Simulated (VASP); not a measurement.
Write the native input for VASP 6.6.1 that does the following.

- Task: single point
- Functional: PBE
- Potentials or basis: VASP PAW PBE potentials, release 64 (In_d, Ga_d, P)
- Cutoff: 520 eV
- k mesh: 6 × 6 × 6
- Occupations: gaussian, width 0.1 eV
- Spin: no spin polarisation
- Dipole correction: no
- Further INCAR settings: ALGO = Normal; EDIFF = 1e-06; NBANDS = 36

The structure of In2GaP3 lies in POSCAR:

```
In2GaP3
1.0
   -2.0487313000      2.0487313000      8.7592062000
    2.0487313000     -2.0487313000      8.7592062000
    2.0487313000      2.0487313000     -8.7592062000
In Ga P
2 1 3
Direct
    0.8374110000      0.8374110000      0.0000000000
    0.1625890000      0.1625890000      0.0000000000
    0.5000000000      0.5000000000      0.0000000000
    0.4254440000      0.9254440000      0.5000000000
    0.0745560000      0.5745560000      0.5000000000
    0.7500000000      0.2500000000      0.5000000000
```

These files were run (other wordings do the same):

INCAR

```
SYSTEM = In2GaP3
PREC = Accurate
ENCUT = 520
EDIFF = 1E-6
ISMEAR = 0
SIGMA = 0.1
LREAL = .False.
LASPH = .True.
NELM = 100
ALGO = Normal
ISIF = 2
LWAVE = .False.
LCHARG = .False.
GGA = PE
NBANDS = 36
```

KPOINTS

```
Automatic mesh
0
Gamma
  6 6 6
  0 0 0
```

Potentials or basis: VASP PAW PBE potentials, release 64 (In_d, Ga_d, P).

Run with:

```console
$ cat potpaw_PBE.64/In_d/POTCAR potpaw_PBE.64/Ga_d/POTCAR potpaw_PBE.64/P/POTCAR > POTCAR
$ mpirun -np 1 vasp_std > vasp.out
```

Results of the run:

| Item | Value |
| --- | --- |
| Pressure | 0.0 GPa |
| Band gap on the k mesh | 0.62 eV, direct |

Caveat: spin-orbit coupling is left out, which moves the levels of the heavy elements.

Run time: 5.9 min on 1 thread of Intel(R) Xeon(R) 6975P-C (Granite Rapids), on a shared host, peak memory 0.72 GiB.
